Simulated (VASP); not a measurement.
Crystal: Ag.

```
CELL_PARAMETERS angstrom
0.00000 2.06750 2.06750
2.06750 0.00000 2.06750
2.06750 2.06750 0.00000
ATOMIC_POSITIONS crystal
Ag 0.00000 0.00000 0.00000
```

- Program: VASP 6.6.1
- Task: relaxation of cell and atoms
- Functional: PBEsol
- Potentials or basis: VASP PAW PBE potentials, release 64 (Ag)
- Cutoff: 600 eV
- k mesh: 14 × 14 × 14
- Occupations: gaussian, width 0.1 eV
- Spin: no spin polarisation

At the start: pressure -6.1 GPa; volume 17.68 Å³/atom.

**Question.** How do energy, volume and symmetry change on relaxing?

**Answer.** Over 6 steps the energy falls by 21.7 meV/atom and the volume is 16.62 Å³/atom (-6.0 %); space group Fm-3m (No. 225, to 0.05 Å).

The path:
```csv
step,energy change (eV),largest force (eV/Å),pressure (GPa),volume (Å³)
1,0.0000,0.0000,-6.12,17.68
2,-0.0125,0.0000,5.03,16.00
3,-0.0217,0.0000,-0.02,16.62
4,-0.0217,0.0000,0.12,16.60
5,-0.0217,0.0000,-0.07,16.63
6,-0.0217,0.0000,0.00,16.62
```

Final structure:
```
CELL_PARAMETERS angstrom
0.00000 2.02537 2.02537
2.02537 0.00000 2.02537
2.02537 2.02537 0.00000
ATOMIC_POSITIONS crystal
Ag 0.00000 0.00000 0.00000
```

Caveat: the PAW data sets were made with another functional, which shifts forces and pressure a little.
